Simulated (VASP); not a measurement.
# Si16CO in VASP: a series of runs

Si16CO is run at these levels: PBE; tasks: single point.

Everything below comes from runs of VASP 6.6.1. Logs are shortened: lines on timing, memory, paths and dates and some standing lists are left out, and cuts for length are marked.

## (1) The cell of the first run

The cell holds a slab with vacuum, 18 atoms: a = 7.735 Å, b = 7.735 Å, c = 22.112 Å, α = 90.00°, β = 90.00°, γ = 90.00°.

## (2) Single point, PBE

INCAR reads:

```
PREC     = Accurate       # precision mode
ENCUT    = 520            # plane-wave cutoff, eV
EDIFF    = 1E-6           # SCF threshold, eV
ISMEAR   = 0              # smearing method
SIGMA    = 0.05           # smearing width, eV
LREAL    = Auto         
LASPH    = True           # aspherical terms in the spheres
NELM     = 80             # most SCF steps
ALGO     = Normal         # electronic algorithm
ISIF     = 2              # what is computed and relaxed
LWAVE    = False          # write WAVECAR
LCHARG   = False          # write CHGCAR
LDIPOL   = True         
IDIPOL   = 3            
DIPOL    = 0.5 0.5 0.282
GGA      = PE             # functional
NBANDS   = 52             # bands
```

KPOINTS reads:

```
regular mesh
0
Gamma
  4 4 1
```

POSCAR reads:

```
Si16CO
1.0
    7.7354121591      0.0000000000      0.0000000000
    0.0000000000      7.7354121591      0.0000000000
    0.0000000000      0.0000000000     22.1119221361
Si C O
16 1 1
Direct
    0.0000000000      0.2500000000      0.1808978874
    0.0000000000      0.7500000000      0.1808978874
    0.5000000000      0.2500000000      0.1808978874
    0.5000000000      0.7500000000      0.1808978874
    0.0000000000      0.0000000000      0.2427396662
    0.0000000000      0.5000000000      0.2427396662
    0.5000000000      0.0000000000      0.2427396662
    0.5000000000      0.5000000000      0.2427396662
    0.2500000000      0.0000000000      0.3062012287
    0.2500000000      0.5000000000      0.3062012287
    0.7500000000      0.0000000000      0.3062012287
    0.7500000000      0.5000000000      0.3062012287
    0.2500000000      0.2500000000      0.3668573942
    0.2500000000      0.7500000000      0.3668573942
    0.7500000000      0.2500000000      0.3668573942
    0.7500000000      0.7500000000      0.3668573942
    0.5000000000      0.7500000000      0.3257031248
    0.4805937883      0.8224249681      0.3711351530
```

Potentials or basis: VASP PAW PBE potentials, release 64 (Si, C, O).

Command:

```console
> cat potpaw_PBE.64/Si/POTCAR potpaw_PBE.64/C/POTCAR potpaw_PBE.64/O/POTCAR > POTCAR
> mpirun -np 1 vasp_std > vasp.out
```

OUTCAR:

```text
PREC = Accurate
   ENCUT = 520
   EDIFF = 1E-6
   ISMEAR = 0
   LREAL = Auto
   LASPH = True
   NELM = 80
   ISIF = 2
   GGA = PE

 ion  position               nearest neighbor table
   1  0.000  0.250  0.181-   5 2.37   6 2.37
   2  0.000  0.750  0.181-   5 2.37   6 2.37
   3  0.500  0.250  0.181-   7 2.37   8 2.37
   4  0.500  0.750  0.181-   7 2.37   8 2.37
   5  0.000  0.000  0.243-   1 2.37   2 2.37   9 2.39  11 2.39
   6  0.000  0.500  0.243-   1 2.37   2 2.37  10 2.39  12 2.39
   7  0.500  0.000  0.243-   3 2.37   4 2.37   9 2.39  11 2.39
   8  0.500  0.500  0.243-   3 2.37   4 2.37  10 2.39  12 2.39
   9  0.250  0.000  0.306-  13 2.35  14 2.35   5 2.39   7 2.39
  10  0.250  0.500  0.306-  13 2.35  14 2.35   6 2.39   8 2.39
  11  0.750  0.000  0.306-  15 2.35  16 2.35   5 2.39   7 2.39
  12  0.750  0.500  0.306-  15 2.35  16 2.35   6 2.39   8 2.39
  13  0.250  0.250  0.367-   9 2.35  10 2.35
  14  0.250  0.750  0.367-  18 1.87  17 2.14   9 2.35  10 2.35
  15  0.750  0.250  0.367-  11 2.35  12 2.35
  16  0.750  0.750  0.367-  17 2.14  18 2.16  11 2.35  12 2.35
  17  0.500  0.750  0.326-  18 1.16  16 2.14  14 2.14
  18  0.481  0.822  0.371-  17 1.16  14 1.87  16 2.16

  LATTYP: Found a simple tetragonal cell.
 ALAT       =     7.7354121591
 C/A-ratio  =     2.8585318638

  Lattice vectors:

 A1 = (   7.7354121591,   0.0000000000,   0.0000000000)
 A2 = (   0.0000000000,   7.7354121591,   0.0000000000)
 A3 = (   0.0000000000,   0.0000000000,  22.1119221361)

Analysis of symmetry for initial positions (statically):
=====================================================================
 Subroutine PRICEL returns:
 Original cell was already a primitive cell.

 Routine SETGRP: Setting up the symmetry group for a
 simple tetragonal supercell.

 Subroutine GETGRP returns: Found  1 space group operations
 (whereof  1 operations were pure point group operations)
 out of a pool of 16 trial point group operations.

The static configuration has the point symmetry C_1 .

Analysis of symmetry for dynamics (positions and initial velocities):
=====================================================================
 Subroutine PRICEL returns:
 Original cell was already a primitive cell.

 Routine SETGRP: Setting up the symmetry group for a
 simple tetragonal supercell.

 Subroutine GETGRP returns: Found  1 space group operations
 (whereof  1 operations were pure point group operations)
 out of a pool of 16 trial point group operations.

The dynamic configuration has the point symmetry C_1 .

 Subroutine INISYM returns: Found  1 space group operations
 (whereof  1 operations are pure point group operations),
 and found     1 'primitive' translations

----------------------------------------------------------------------------------------

                                     Primitive cell

  volume of cell :    1323.1023

  direct lattice vectors                    reciprocal lattice vectors
     7.735412159  0.000000000  0.000000000     0.129275594  0.000000000  0.000000000
     0.000000000  7.735412159  0.000000000     0.000000000  0.129275594  0.000000000
     0.000000000  0.000000000 22.111922136     0.000000000  0.000000000  0.045224472

  length of vectors
     7.735412159  7.735412159 22.111922136     0.129275594  0.129275594  0.045224472

  position of ions in fractional coordinates (direct lattice)
     0.000000000  0.250000000  0.180897887
     0.000000000  0.750000000  0.180897887
     0.500000000  0.250000000  0.180897887
     0.500000000  0.750000000  0.180897887
     0.000000000  0.000000000  0.242739666
     0.000000000  0.500000000  0.242739666
[... 10 lines left out ...]
     0.500000000  0.750000000  0.325703125
     0.480593788  0.822424968  0.371135153

  ion indices of the primitive-cell ions
   primitive index   ion index
                 1           1
                 2           2
                 3           3
                 4           4
                 5           5
                 6           6
[... 10 lines left out ...]
                17          17
                18          18

----------------------------------------------------------------------------------------

 KPOINTS: regular mesh

Automatic generation of k-mesh.
 Grid dimensions read from file:
 generate k-points for:    4    4    1

 Generating k-lattice:

  Cartesian coordinates                     Fractional coordinates (reciprocal lattice)
     0.032318898  0.000000000  0.000000000     0.250000000  0.000000000  0.000000000
     0.000000000  0.032318898  0.000000000     0.000000000  0.250000000  0.000000000
     0.000000000  0.000000000  0.045224472     0.000000000  0.000000000  1.000000000

  Length of vectors
     0.032318898  0.032318898  0.045224472

  Shift w.r.t. Gamma in fractional coordinates (k-lattice)
     0.000000000  0.000000000  0.000000000

 Subroutine IBZKPT returns following result:
 ===========================================

 Found     10 irreducible k-points:

 Following reciprocal coordinates:
            Coordinates               Weight
  0.000000  0.000000  0.000000      1.000000
  0.250000  0.000000  0.000000      2.000000
  0.000000  0.250000  0.000000      2.000000
  0.500000  0.000000  0.000000      1.000000
  0.000000  0.500000  0.000000      1.000000
  0.250000  0.250000  0.000000      2.000000
 -0.250000  0.250000  0.000000      2.000000
  0.500000  0.250000  0.000000      2.000000
 -0.250000  0.500000  0.000000      2.000000
  0.500000  0.500000  0.000000      1.000000
   k-points           NKPTS =     10   k-points in BZ     NKDIM =     10   number of bands    NBANDS=     52
   number of dos      NEDOS =    301   number of ions     NIONS =     18
   total plane-waves  NPLWV = 604800
   dimension x,y,z NGX =    60 NGY =   60 NGZ =  168
   dimension x,y,z NGXF=   120 NGYF=  120 NGZF=  336
   ions per type =              16   1   1
   NGX,Y,Z   is equivalent  to a cutoff of  12.89, 12.89, 12.63 a.u.
   NGXF,Y,Z  is equivalent  to a cutoff of  25.79, 25.79, 25.26 a.u.
 SYSTEM =  unknown system
   PREC   = accura    normal or accurate (medium, high low for compatibility)
   ISTART =      0    job   : 0-new  1-cont  2-samecut
   ICHARG =      2    charge: 1-file 2-atom 10-const
   ISPIN  =      1    spin polarized calculation?
   LNONCOLLINEAR =      F non collinear calculations
   LSORBIT =      F    spin-orbit coupling
   LASPH  =      T    aspherical Exc in radial PAW
   ENCUT  =  520.0 eV  38.22 Ry    6.18 a.u.  14.38 14.38 41.11*2*pi/ulx,y,z
   NELM   =     80;   NELMIN=  2; NELMDL= -5     # of ELM steps
   EDIFF  = 0.1E-05   stopping-criterion for ELM
   LREAL  =      T    real-space projection
   EDIFFG = 0.1E-04   stopping-criterion for IOM
   NSW    =      0    number of steps for IOM
   IBRION =     -1    ionic relax: 0-MD 1-quasi-New 2-CG
   NFREE  =      0    steps in history (QN), initial steepest desc. (CG)
   ISIF   =      2    stress and relaxation
   ISYM   =      2    0-nonsym 1-usesym 2-fastsym
   POTIM  = 0.5000    time-step for ionic-motion
   TEBEG  =    0.0;   TEEND  =   0.0 temperature during run
   PSTRESS=    0.0 pullay stress
   NELECT =      74.0000    total number of electrons
   NUPDOWN=      -1.0000    fix difference up-down
   EMIN   =  10.00;   EMAX   =-10.00  energy-range for DOS
   EFERMI =   0.00;   METHOD = LEGACY
   ISMEAR =     0;   SIGMA  =   0.05  broadening in eV -4-tet -1-fermi 0-gaus
   EFERMI_NEDOS =   21; number of points for ismear=-14 and -15
   IALGO  =     38    algorithm
   IMIX   =      4    mixing-type and parameters
     AMIX     =   0.40;   BMIX     =  1.00
     AMIX_MAG =   1.60;   BMIX_MAG =  1.00
  volume/ion in A,a.u.               =      73.51       496.04
  Fermi-wavevector in a.u.,A,eV,Ry     =   0.626067  1.183095  5.332941  0.391960
  Thomas-Fermi vector in A             =   1.687191
   LORBIT       =      0    0 simple, 1 ext, 2 COOP (PROOUT), +10 PAW based schemes
   GGA     = PE    functional components
   LHFCALC =     F    Hartree Fock is set to
   AEXX    =    0.0000 exact exchange contribution
   IVDW    =     0    specifies the selected vdW correction
   LEPSILON=     F    determine dielectric tensor
   LRPA    =     F    only Hartree local field effects (RPA)
 non-spin polarized calculation
 Gauss-broadening in eV      SIGMA  =   0.05
  energy-cutoff  :      520.00
  volume of cell :     1323.10
 maximum number of plane-waves:     35688
 NGX is ok and might be reduce to    60
   NGX = 29   NGY = 29   NGZ = 83

 number of electron      73.9999992 magnetization

 dipolmoment           0.000000      0.000000     -0.109437 electrons x Angstroem

 Free energy of the ion-electron system (eV)
  ---------------------------------------------------
  ext. energy  EPLUGINS =         0.00000000
  ---------------------------------------------------
  free energy    TOTEN  =       -84.54214773 eV

  energy without entropy =      -84.52377677  energy(sigma->0) =      -84.53296225

 E-fermi :  -2.3666     XC(G=0):  -3.2473

 val. band max:       -2.3673215404   @ k =   0.0000   0.5000   0.0000
 cond. band min:      -2.3622535618   @ k =  -0.2500   0.5000   0.0000
 fundamental gap:      0.0050679786
 Fermi energy:        -2.3666348957

 k-point     1 :       0.0000    0.0000    0.0000
  band No.  band energies     occupation
      1     -28.7417      2.00000
      2     -14.5842      2.00000
      3     -13.7304      2.00000
      4     -13.0121      2.00000
      5     -12.4262      2.00000
      6     -11.5651      2.00000
[... 41 lines left out ...]
     48       0.1478      0.00000
     49       0.2782      0.00000

 k-point     2 :       0.2500    0.0000    0.0000
  band No.  band energies     occupation
      1     -28.7417      2.00000
      2     -14.6041      2.00000
      3     -13.6841      2.00000
      4     -12.9319      2.00000
      5     -12.3702      2.00000
      6     -11.9864      2.00000
[... 408 lines left out ...]
 k-point    10 :       0.5000    0.5000    0.0000
  band No.  band energies     occupation
      1     -28.7417      2.00000
      2     -14.6058      2.00000
      3     -13.5832      2.00000
      4     -12.6689      2.00000
      5     -12.4272      2.00000
      6     -12.2261      2.00000
[... 41 lines left out ...]
     48       1.5215      0.00000
     49       1.5564      0.00000
 [bands above 49 left out]

------------------------ aborting loop because EDIFF is reached ----------------------------------------

 vacuum level on the upper side and lower side of the slab       (xc-potential included)        -0.259         0.065

  FORCE on cell =-STRESS in cart. coord.  units (eV):
  Direction    XX          YY          ZZ          XY          YZ          ZX
  --------------------------------------------------------------------------------------
  -------------------------------------------------------------------------------------
  Total        0.5237845      0.1135182     10.9494228     -1.7163530      3.8877752     -1.2953471
  in kB        0.6342637      0.1374620     13.2589275     -2.0783744      4.7078034     -1.5685679
  external PRESSURE =       4.6768844 kB  Pullay stress =       0.0000000 kB

 VOLUME and BASIS-vectors are now :
 -----------------------------------------------------------------------------
  energy-cutoff  :      520.00
  volume of cell :     1323.10
      direct lattice vectors                 reciprocal lattice vectors
     7.735412159  0.000000000  0.000000000     0.129275594  0.000000000  0.000000000
     0.000000000  7.735412159  0.000000000     0.000000000  0.129275594  0.000000000
     0.000000000  0.000000000 22.111922136     0.000000000  0.000000000  0.045224472

 POSITION                                       TOTAL-FORCE (eV/Angst)
 -----------------------------------------------------------------------------------
      0.00000      1.93385      4.00000        -0.023708      0.026209      0.070035
      0.00000      5.80156      4.00000         0.009413      0.047340      0.237114
      3.86771      1.93385      4.00000         0.022374     -0.043589     -0.008455
      3.86771      5.80156      4.00000         0.003094     -0.053129      0.371074
      0.00000      0.00000      5.36744        -0.013203      0.230651     -0.164394
      0.00000      3.86771      5.36744         0.048378      0.049544     -0.193525
[... 10 lines left out ...]
      3.86771      5.80156      7.20192         1.664370     -3.772800     -8.350216
      3.71759      6.36180      8.20651        -0.498426      3.860717      9.722339
 -----------------------------------------------------------------------------------
    total drift:                                0.004373     -0.001075      0.017152

  FREE ENERGIE OF THE ION-ELECTRON SYSTEM (eV)
  ---------------------------------------------------
  free  energy   TOTEN  =       -84.5421477323 eV

  energy  without entropy=      -84.5237767719  energy(sigma->0) =      -84.53296225

 vacuum level on the upper side and lower side of the slab         2.536         2.868
```

Wall time 21 min (1 thread of Intel Xeon 6975P-C (Granite Rapids), shared host); peak memory 1.3 GiB.

Results:

```
Free energy            : -84.5421 eV
Largest force          : 10.473 eV/Å
Band gap on the k mesh : zero (bands 37 and 38 overlap by 0.03 eV)
```

Forces in eV/Å, atoms in the order of the input:
```
Si  -0.024  0.026  0.070
Si   0.009  0.047  0.237
Si   0.022 -0.044 -0.008
Si   0.003 -0.053  0.371
Si  -0.013  0.231 -0.164
Si   0.048  0.050 -0.194
Si  -0.013  0.133 -0.263
Si  -0.004 -0.442 -0.425
Si  -0.967  0.676 -0.744
Si   0.174 -0.566 -0.259
Si   0.555  0.509 -0.543
Si  -0.038 -0.559 -0.285
Si  -0.032 -0.034  0.202
Si  -1.986  0.082  0.247
Si   0.018 -0.040  0.218
Si   1.081 -0.104  0.167
C    1.664 -3.773 -8.350
O   -0.498  3.861  9.722
```

Levels at points of the mesh, in eV from the Fermi level:
| k point | band 35 | band 36 | band 37 | band 38 | band 39 | band 40 |
| --- | --- | --- | --- | --- | --- | --- |
| (0.00, 0.00, 0.00) | -0.32 | -0.17 | -0.10 | 0.33 | 0.39 | 0.52 |
| (0.50, 0.00, 0.00) | -0.62 | -0.45 | -0.11 | 0.57 | 0.85 | 0.89 |
| (0.00, 0.50, 0.00) | -0.45 | -0.30 | -0.22 | -0.03 | 0.00 | 0.01 |
| (0.50, 0.50, 0.00) | -0.33 | -0.28 | -0.14 | 0.42 | 0.56 | 0.69 |

## (3) Single point, PBE

INCAR reads:

```
SYSTEM = Si16CO
ALGO = Normal
DIPOL = 0.5 0.5 0.282
EDIFF = 1E-7
ENCUT = 520
GGA = PE
IDIPOL = 3
ISIF = 2
ISMEAR = 0
LASPH = .TRUE.
LCHARG = .FALSE.
LDIPOL = .TRUE.
LREAL = Auto
LWAVE = .FALSE.
NBANDS = 52
NELM = 80
PREC = Accurate
SIGMA = 0.05
```

KPOINTS reads:

```
k-points
0
G
  4 4 1
  0 0 0
```

Edit POSCAR of step 2 so:

```diff
@@ -25,2 +25,2 @@
     0.5000000000      0.7500000000      0.3257031248
-    0.4805937883      0.8224249681      0.3711351530
+    0.4275750319      0.7694062117      0.3711351530
```

Potentials or basis: VASP PAW PBE potentials, release 64 (Si, C, O).

Command:

```console
> cat potpaw_PBE.64/Si/POTCAR potpaw_PBE.64/C/POTCAR potpaw_PBE.64/O/POTCAR > POTCAR
> mpirun -np 1 vasp_std > vasp.out
```

Run time: 24 min. Hardware: 1 thread of Intel Xeon 6975P-C (Granite Rapids), shared host; peak memory 1.4 GiB.

Results (log left out):

```yaml
Free_energy: -81.5873 eV
Largest_force: 20.845 eV/Å
Band_gap_on_the_k_mesh: zero (bands 37 and 38 overlap by 0.06 eV)
```

Forces in eV/Å, atoms in the order of the input:
```
Si   -0.051   0.013   0.216
Si   -0.008   0.001   0.224
Si   -0.006  -0.025   0.003
Si    0.084  -0.037   0.279
Si    0.083   0.152  -0.262
Si    0.131  -0.093  -0.271
Si   -0.050  -0.174   0.015
Si   -0.025   0.026  -0.114
Si   -1.143   1.083  -0.614
Si   -0.549  -0.803  -0.348
Si    0.171   0.356  -0.240
Si    0.197  -0.351  -0.239
Si   -0.054  -0.015  -0.028
Si  -20.713  -1.860  -1.424
Si   -0.051  -0.022   0.209
Si    0.691  -0.164  -0.319
C     7.312  -1.321  -9.467
O    13.981   3.236  12.379
```

Levels at points of the mesh, in eV from the Fermi level:
```
           k point  band 35  band 36  band 37  band 38  band 39  band 40
(0.00, 0.00, 0.00)    -0.37    -0.12     0.03     0.13     0.38     0.62
(0.50, 0.00, 0.00)    -0.48    -0.41    -0.06     0.46     0.85     0.87
(0.00, 0.50, 0.00)    -0.54    -0.41    -0.11    -0.03     0.00     0.10
(0.50, 0.50, 0.00)    -0.35    -0.28    -0.04     0.28     0.52     0.59
```
